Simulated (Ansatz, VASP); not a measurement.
**Two plane-wave programs on Mn**

```
Mn
1.0
    -1.40975    1.40975    1.40975
     1.40975   -1.40975    1.40975
     1.40975    1.40975   -1.40975
Mn
1
Direct
  0.00000 0.00000 0.00000
```

Change from the starting cell: volume scaled by 1.025, PAW files.

Alike in both runs: task electric field gradients; functional PBE; k mesh 20 × 20 × 20; occupations fermi-dirac, width 0.03 eV; collinear spin.

|  | VASP | Ansatz |
| --- | --- | --- |
| version | VASP 6.6.1 | Ansatz 0.2.0 |
| potentials or method | VASP PAW PBE potentials, release 64 (Mn_pv) | PAW with Ansatz's default frozen-core files, scalar-relativistic |
| plane-wave cutoff (eV) | 520 | 420 |
| valence electrons in the cell | 13 | 15 |

```csv
,VASP,Ansatz,Ansatz less VASP
pressure (GPa),-5.7,-5.7,-0.04
net moment per atom (μB),0.92,0.91,-0.010
size of the moment on the site where the two differ most (μB),0.92,0.91,-0.013
```

Site moments also hang on the region over which each program counts them. VASP's potentials hold 13 valence electrons a cell and Ansatz's 15, so a difference there can come from the potentials and not from the codes.
